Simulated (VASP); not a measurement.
# SrAl4Bi (F-43m) in VASP: further runs, part 2 of 3

VASP 6.6.1.

### 3 Single point, PBE

This run uses another cell than the first one, of 22.87 Å³/atom.

File INCAR:

```
SYSTEM = SrAl4Bi
ALGO     = Normal         ! electronic algorithm
EDIFF    = 1E-6           ! SCF threshold, eV
ENCUT    = 520            ! plane-wave cutoff, eV
GGA      = PE             ! functional
ISIF     = 2              ! what is computed and relaxed
ISMEAR   = 0              ! smearing method
LASPH    = .TRUE.         ! aspherical terms in the spheres
LCHARG   = .FALSE.        ! write CHGCAR
LREAL    = .FALSE.        ! projectors in reciprocal space
LWAVE    = .FALSE.        ! write WAVECAR
NBANDS   = 28             ! bands
NELM     = 60             ! most SCF steps
PREC     = Accurate       ! precision mode
SIGMA    = 0.1            ! smearing width, eV
```

File KPOINTS:

```
k-points
0
G
  4 4 4
  0 0 0
```

File POSCAR:

```
SrAl4Bi
1.0
    0.0000000000      4.0936801980      4.0936801980
    4.0936801980      0.0000000000      4.0936801980
    4.0936801980      4.0936801980      0.0000000000
Sr Al Bi
1 4 1
Direct
    0.2500000000      0.2500000000      0.2500000000
    0.6252610912      0.1242167263      0.6252610912
    0.6252610912      0.6252610912      0.1242167263
    0.6252610912      0.6252610912      0.6252610912
    0.1242167263      0.6252610912      0.6252610912
    0.0000000000      0.0000000000      0.0000000000
```

Potentials or basis: VASP PAW PBE potentials, release 64 (Sr_sv, Al, Bi_d).

On the command line:

```
$ cat potpaw_PBE.64/Sr_sv/POTCAR potpaw_PBE.64/Al/POTCAR potpaw_PBE.64/Bi_d/POTCAR > POTCAR
$ mpirun -np 1 vasp_std > vasp.out
```

OUTCAR:

```text
SYSTEM = SrAl4Bi
   EDIFF = 1E-6
   ENCUT = 520
   GGA = PE
   ISIF = 2
   ISMEAR = 0
   LASPH = .TRUE.
   LREAL = .FALSE.
   NELM = 60
   PREC = Accurate

 ion  position               nearest neighbor table
   1  0.250  0.250  0.250-   2 3.39   3 3.39   5 3.39   4 3.39   4 3.39   4 3.39   3 3.39   2 3.39
                             5 3.39   2 3.39   3 3.39   5 3.39   6 3.55   6 3.55   6 3.55   6 3.55
   2  0.625  0.124  0.625-   3 2.89   4 2.89   5 2.89   3 2.90   4 2.90   5 2.90   6 3.39   6 3.39
                             6 3.39   1 3.39   1 3.39   1 3.39
   3  0.625  0.625  0.124-   2 2.89   4 2.89   5 2.89   4 2.90   2 2.90   5 2.90   6 3.39   6 3.39
                             6 3.39   1 3.39   1 3.39   1 3.39
   4  0.625  0.625  0.625-   2 2.89   3 2.89   5 2.89   3 2.90   2 2.90   5 2.90   6 3.39   6 3.39
                             6 3.39   1 3.39   1 3.39   1 3.39
   5  0.124  0.625  0.625-   2 2.89   3 2.89   4 2.89   4 2.90   3 2.90   2 2.90   6 3.39   6 3.39
                             6 3.39   1 3.39   1 3.39   1 3.39
   6  0.000  0.000  0.000-   2 3.39   5 3.39   2 3.39   5 3.39   3 3.39   3 3.39   4 3.39   4 3.39
                             4 3.39   2 3.39   3 3.39   5 3.39   1 3.55   1 3.55   1 3.55   1 3.55

  LATTYP: Found a face centered cubic cell.
 ALAT       =     8.1873603960

  Lattice vectors:

 A1 = (   0.0000000000,   4.0936801980,   4.0936801980)
 A2 = (   4.0936801980,   0.0000000000,   4.0936801980)
 A3 = (   4.0936801980,   4.0936801980,   0.0000000000)

Analysis of symmetry for initial positions (statically):
=====================================================================
 Subroutine PRICEL returns:
 Original cell was already a primitive cell.

 Routine SETGRP: Setting up the symmetry group for a
 face centered cubic supercell.

 Subroutine GETGRP returns: Found 24 space group operations
 (whereof 24 operations were pure point group operations)
 out of a pool of 48 trial point group operations.

The static configuration has the point symmetry T_d .

Analysis of symmetry for dynamics (positions and initial velocities):
[... 127 lines left out ...]
   GGA     = PE    functional components
   LHFCALC =     F    Hartree Fock is set to
   AEXX    =    0.0000 exact exchange contribution
   IVDW    =     0    specifies the selected vdW correction
   LEPSILON=     F    determine dielectric tensor
   LRPA    =     F    only Hartree local field effects (RPA)
 non-spin polarized calculation
 Gauss-broadening in eV      SIGMA  =   0.10
  energy-cutoff  :      520.00
  volume of cell :      137.21
 maximum number of plane-waves:      3709
 NGX is ok and might be reduce to    48
   NGX = 21   NGY = 21   NGZ = 21

 number of electron      37.0000002 magnetization

 Free energy of the ion-electron system (eV)
  ---------------------------------------------------
  ext. energy  EPLUGINS =         0.00000000
  ---------------------------------------------------
  free energy    TOTEN  =       -20.78009704 eV

  energy without entropy =      -20.76515452  energy(sigma->0) =      -20.77262578

 E-fermi :   6.3236     XC(G=0):  -9.7794

 val. band max:        6.0297160737   @ k =  -0.2500   0.2500   0.0000
 cond. band min:       6.3240900979   @ k =   0.5000   0.0000   0.0000
 fundamental gap:      0.2943740241
 Fermi energy:         6.3236494173

 k-point     1 :       0.0000    0.0000    0.0000
  band No.  band energies     occupation
      1     -28.8033      2.00000
      2     -16.7792      2.00000
      3     -16.7792      2.00000
      4     -16.7792      2.00000
      5     -16.7659      2.00000
      6     -16.7659      2.00000
[... 237 lines left out ...]
     27      10.7236      0.00000
     28      10.8353      0.00000

------------------------ aborting loop because EDIFF is reached ----------------------------------------

  FORCE on cell =-STRESS in cart. coord.  units (eV):
  Direction    XX          YY          ZZ          XY          YZ          ZX
  --------------------------------------------------------------------------------------
  -------------------------------------------------------------------------------------
  Total        0.1131513      0.1131513      0.1131513     -0.0000000      0.0000000      0.0000000
  in kB        1.3212911      1.3212911      1.3212911     -0.0000000      0.0000000      0.0000000
  external PRESSURE =       1.3212911 kB  Pullay stress =       0.0000000 kB

 VOLUME and BASIS-vectors are now :
 -----------------------------------------------------------------------------
  energy-cutoff  :      520.00
  volume of cell :      137.21
      direct lattice vectors                 reciprocal lattice vectors
     0.000000000  4.093680198  4.093680198    -0.122139487  0.122139487  0.122139487
     4.093680198  0.000000000  4.093680198     0.122139487 -0.122139487  0.122139487
     4.093680198  4.093680198  0.000000000     0.122139487  0.122139487 -0.122139487

 POSITION                                       TOTAL-FORCE (eV/Angst)
 -----------------------------------------------------------------------------------
      2.04684      2.04684      2.04684        -0.000000      0.000000     -0.000000
      3.06812      5.11924      3.06812         0.002016     -0.002016      0.002016
      3.06812      3.06812      5.11924         0.002016      0.002016     -0.002016
      5.11924      5.11924      5.11924        -0.002016     -0.002016     -0.002016
      5.11924      3.06812      3.06812        -0.002016      0.002016      0.002016
      0.00000      0.00000      0.00000         0.000000      0.000000     -0.000000
 -----------------------------------------------------------------------------------
    total drift:                               -0.000000     -0.000000      0.000000

  FREE ENERGIE OF THE ION-ELECTRON SYSTEM (eV)
  ---------------------------------------------------
  free  energy   TOTEN  =       -20.7800970426 eV

  energy  without entropy=      -20.7651545196  energy(sigma->0) =      -20.77262578
```

OSZICAR:

```text
N       E                     dE             d eps       ncg     rms          rms(c)
DAV:   1     0.236827704170E+03    0.23683E+03   -0.15721E+04   448   0.117E+03
DAV:   2    -0.180696153053E+01   -0.23863E+03   -0.23081E+03   488   0.301E+02
DAV:   3    -0.203529380527E+02   -0.18546E+02   -0.18167E+02   680   0.831E+01
DAV:   4    -0.211105808998E+02   -0.75764E+00   -0.75327E+00   696   0.128E+01
DAV:   5    -0.211430047093E+02   -0.32424E-01   -0.32409E-01   668   0.203E+00    0.220E+01
DAV:   6    -0.208139413466E+02    0.32906E+00   -0.80411E-01   568   0.503E+00    0.121E+01
DAV:   7    -0.207866358789E+02    0.27305E-01   -0.23258E-01   572   0.226E+00    0.143E+00
DAV:   8    -0.207802543092E+02    0.63816E-02   -0.34716E-02   592   0.111E+00    0.330E-01
DAV:   9    -0.207801082816E+02    0.14603E-03   -0.37521E-03   596   0.293E-01    0.875E-02
DAV:  10    -0.207800915878E+02    0.16694E-04   -0.50836E-04   652   0.106E-01    0.668E-02
DAV:  11    -0.207800961434E+02   -0.45556E-05   -0.50764E-05   584   0.296E-02    0.273E-02
DAV:  12    -0.207800972778E+02   -0.11343E-05   -0.72715E-06   532   0.143E-02    0.879E-03
DAV:  13    -0.207800970426E+02    0.23516E-06   -0.17948E-06   400   0.894E-03
   1 F= -.20780097E+02 E0= -.20772626E+02  d E =-.149425E-01
```

stdout:

```text
POSCAR found type information on POSCAR SrAlBi
 POSCAR found :  3 types and       6 ions
 scaLAPACK will be used
 LDA part: xc-table for (Slater+PW92), standard interpolation
 POSCAR, INCAR and KPOINTS ok, starting setup
 FFT: planning ... GRIDC
 FFT: planning ... GRID_SOFT
 FFT: planning ... GRID
 WAVECAR not read
 entering main loop
```

It took 39 s on 1 thread of Intel Xeon Platinum 8488C (Sapphire Rapids), shared host; peak memory 0.33 GiB.

Results:

```yaml
Free_energy: -20.7801 eV
Pressure: 0.1 GPa
Largest_force: 0.003 eV/Å
Band_gap_on_the_k_mesh: zero (an odd number of electrons rules out a gap without spin polarisation)
```

Forces in eV/Å, atoms in the order of the input:
```
Sr   0.000  0.000  0.000
Al   0.002 -0.002  0.002
Al   0.002  0.002 -0.002
Al  -0.002 -0.002 -0.002
Al  -0.002  0.002  0.002
Bi   0.000  0.000  0.000
```

Levels at points of the mesh, in eV from the Fermi level:
| k point | band 15 | band 16 | band 17 | band 18 | band 19 | band 20 | band 21 | band 22 |
| --- | --- | --- | --- | --- | --- | --- | --- | --- |
| (0.00, 0.00, 0.00) | -3.56 | -2.39 | -2.39 | -2.39 | -1.01 | -1.01 | 0.42 | 0.42 |
| (0.50, 0.00, 0.00) | -2.89 | -2.58 | -2.58 | 0.00 | 0.00 | 0.10 | 1.90 | 1.90 |
| (0.50, 0.50, 0.00) | -3.16 | -0.51 | 0.08 | 0.08 | 0.50 | 1.20 | 1.58 | 1.75 |

Caveat: spin-orbit coupling is left out, which moves the levels of the heavy elements.

### 4 Relaxation of cell and atoms, PBE

File INCAR:

```
PREC = Accurate ; ENCUT = 600
EDIFF = 1E-7 ; ISMEAR = 0
SIGMA = 0.1 ; LREAL = F
LASPH = T ; NELM = 100
ALGO = Fast ; ISIF = 3
LWAVE = F ; LCHARG = F
GGA = PE ; IBRION = 2
NSW = 90 ; EDIFFG = -0.04
```

File KPOINTS:

```
Automatic mesh
0
Gamma
  4 4 4
```

File POSCAR:

```
SrAl4Bi
1.0
    0.0000000000      3.8630724400      3.8630724400
    3.8630724400      0.0000000000      3.8630724400
    3.8630724400      3.8630724400      0.0000000000
Sr Al Bi
1 4 1
Direct
    0.2500000000      0.2500000000      0.2500000000
    0.6257700000      0.1226900000      0.6257700000
    0.6257700000      0.6257700000      0.1226900000
    0.6257700000      0.6257700000      0.6257700000
    0.1226900000      0.6257700000      0.6257700000
    0.0000000000      0.0000000000      0.0000000000
```

Potentials or basis: VASP PAW PBE potentials, release 64 (Sr_sv, Al, Bi_d).

On the command line:

```
$ cat potpaw_PBE.64/Sr_sv/POTCAR potpaw_PBE.64/Al/POTCAR potpaw_PBE.64/Bi_d/POTCAR > POTCAR
$ mpirun -np 1 vasp_std > vasp.out
```

OUTCAR:

```text
PREC = Accurate
   ENCUT = 600
   EDIFF = 1E-7
   ISMEAR = 0
   LREAL = F
   LASPH = T
   NELM = 100
   ISIF = 3
   GGA = PE
   IBRION = 2
   NSW = 90
   EDIFFG = -0.04

 ion  position               nearest neighbor table
   1  0.250  0.250  0.250-   2 3.20   5 3.20   3 3.20   5 3.20   2 3.20   3 3.20   4 3.20   4 3.20
                             4 3.20   2 3.20   3 3.20   5 3.20   6 3.35   6 3.35   6 3.35   6 3.35
   2  0.626  0.123  0.626-   3 2.71   4 2.71   5 2.71   3 2.75   4 2.75   5 2.75   6 3.20   6 3.20
                             6 3.20   1 3.20   1 3.20   1 3.20
   3  0.626  0.626  0.123-   2 2.71   4 2.71   5 2.71   4 2.75   2 2.75   5 2.75   6 3.20   6 3.20
                             6 3.20   1 3.20   1 3.20   1 3.20
   4  0.626  0.626  0.626-   2 2.71   3 2.71   5 2.71   3 2.75   2 2.75   5 2.75   6 3.20   6 3.20
                             6 3.20   1 3.20   1 3.20   1 3.20
   5  0.123  0.626  0.626-   2 2.71   3 2.71   4 2.71   4 2.75   3 2.75   2 2.75   6 3.20   6 3.20
                             6 3.20   1 3.20   1 3.20   1 3.20
[... 477 lines left out ...]
 E-fermi :   6.3146     XC(G=0):  -9.7755

 val. band max:        6.0212364902   @ k =  -0.2500   0.2500   0.0000
 cond. band min:       6.3159103943   @ k =   0.5000   0.0000   0.0000
 fundamental gap:      0.2946739040
 Fermi energy:         6.3146287194

 k-point     1 :       0.0000    0.0000    0.0000
  band No.  band energies     occupation
      1     -28.8153      2.00000
      2     -16.7876      2.00000
      3     -16.7876      2.00000
      4     -16.7876      2.00000
      5     -16.7743      2.00000
      6     -16.7743      2.00000
[... 189 lines left out ...]
     21       7.4249      0.00000
     22       7.4984      0.00000

------------------------ aborting loop because EDIFF is reached ----------------------------------------

  FORCE on cell =-STRESS in cart. coord.  units (eV):
  Direction    XX          YY          ZZ          XY          YZ          ZX
  --------------------------------------------------------------------------------------
  -------------------------------------------------------------------------------------
  Total        0.0742213      0.0742213      0.0742213      0.0000000      0.0000000      0.0000000
  in kB        0.8658277      0.8658277      0.8658277      0.0000000      0.0000000      0.0000000
  external PRESSURE =       0.8658277 kB  Pullay stress =       0.0000000 kB
[... 21 lines left out ...]
  FREE ENERGIE OF THE ION-ELECTRON SYSTEM (eV)
  ---------------------------------------------------
  free  energy   TOTEN  =       -20.7777616498 eV

  energy  without entropy=      -20.7627133195  energy(sigma->0) =      -20.77023748

 reached required accuracy - stopping structural energy minimisation
```

OSZICAR:

```text
N       E                     dE             d eps       ncg     rms          rms(c)
DAV:   1     0.279105964228E+03    0.27911E+03   -0.18141E+04   352   0.176E+03
DAV:   2     0.550177980007E+01   -0.27360E+03   -0.26932E+03   376   0.413E+02
DAV:   3    -0.194768818576E+02   -0.24979E+02   -0.24419E+02   544   0.111E+02
[... 167 lines left out ...]
RMM:  37    -0.207777611902E+02   -0.15382E-06   -0.12955E-06   183   0.507E-03    0.156E-04
RMM:  38    -0.207777613251E+02   -0.13496E-06   -0.11605E-06   196   0.516E-03    0.136E-04
RMM:  39    -0.207777614485E+02   -0.12332E-06   -0.10451E-06   177   0.455E-03    0.125E-04
RMM:  40    -0.207777615557E+02   -0.10727E-06   -0.90246E-07   191   0.445E-03    0.111E-04
RMM:  41    -0.207777616498E+02   -0.94085E-07   -0.80036E-07   182   0.439E-03
   3 F= -.20777762E+02 E0= -.20770237E+02  d E =-.823324E+00
```

CONTCAR:

```text
SrAl4Bi
   1.00000000000000
     0.0000000000000000    4.0950499394463611    4.0950499394463611
     4.0950499394463611   -0.0000000000000000    4.0950499394463611
     4.0950499394463611    4.0950499394463611    0.0000000000000000
  Sr              Al              Bi
     1     4     1
Direct
     0.2500000000000000    0.2500000000000000    0.2500000000000000
     0.6252900350858788    0.1241298947423710    0.6252900350858788
     0.6252900350858788    0.6252900350858788    0.1241298947423710
     0.6252900350858788    0.6252900350858788    0.6252900350858788
     0.1241298947423710    0.6252900350858788    0.6252900350858788
     0.0000000000000000    0.0000000000000000    0.0000000000000000

  0.00000000E+00  0.00000000E+00  0.00000000E+00
  0.00000000E+00  0.00000000E+00  0.00000000E+00
  0.00000000E+00  0.00000000E+00  0.00000000E+00
  0.00000000E+00  0.00000000E+00  0.00000000E+00
  0.00000000E+00  0.00000000E+00  0.00000000E+00
  0.00000000E+00  0.00000000E+00  0.00000000E+00
```

Wall time 7.7 min (1 thread of Intel Xeon Platinum 8488C (Sapphire Rapids), shared host); peak memory 0.35 GiB.

What came out:

```
Free energy                           : -20.7778 eV
Relaxed volume                        : 22.89 Å³/atom
Relaxed cell                          : a = 5.791 Å, b = 5.791 Å, c = 5.791 Å, α = 60.00°, β = 60.00°, γ = 60.00°
Space group after relaxing (to 0.1 Å) : F-43m (No. 216)
Energy gained by relaxing             : 137.2 meV/atom
Ionic steps                           : 3
Pressure after relaxing               : 0.1 GPa
Largest force after relaxing          : 0.006 eV/Å
Band gap on the k mesh                : zero (an odd number of electrons rules out a gap without spin polarisation)
```

Forces in eV/Å, atoms in the order of the input:
```
Sr   0.000  0.000  0.000
Al   0.004 -0.004  0.004
Al   0.004  0.004 -0.004
Al  -0.004 -0.004 -0.004
Al  -0.004  0.004  0.004
Bi   0.000  0.000  0.000
```

Step by step:
```
step  energy change (eV)  largest force (eV/Å)  pressure (GPa)  volume (Å³)
   1              0.0000                0.1739           13.90       115.30
   2             -0.7576                0.0309           -2.54       145.42
   3             -0.8233                0.0063            0.09       137.34
```

Final structure:
```
CELL_PARAMETERS angstrom
0.00000 4.09505 4.09505
4.09505 0.00000 4.09505
4.09505 4.09505 0.00000
ATOMIC_POSITIONS crystal
Sr 0.25000 0.25000 0.25000
Al 0.62529 0.12413 0.62529
Al 0.62529 0.62529 0.12413
Al 0.62529 0.62529 0.62529
Al 0.12413 0.62529 0.62529
Bi 0.00000 0.00000 0.00000
```

Caveat: the volume moved by over 15 % at a fixed basis, so the end points are rough; spin-orbit coupling is left out, which moves the levels of the heavy elements.

(Continued in part 3 of 3.)

The gap in the log of VASP goes by the Fermi energy; the results here count the filled bands.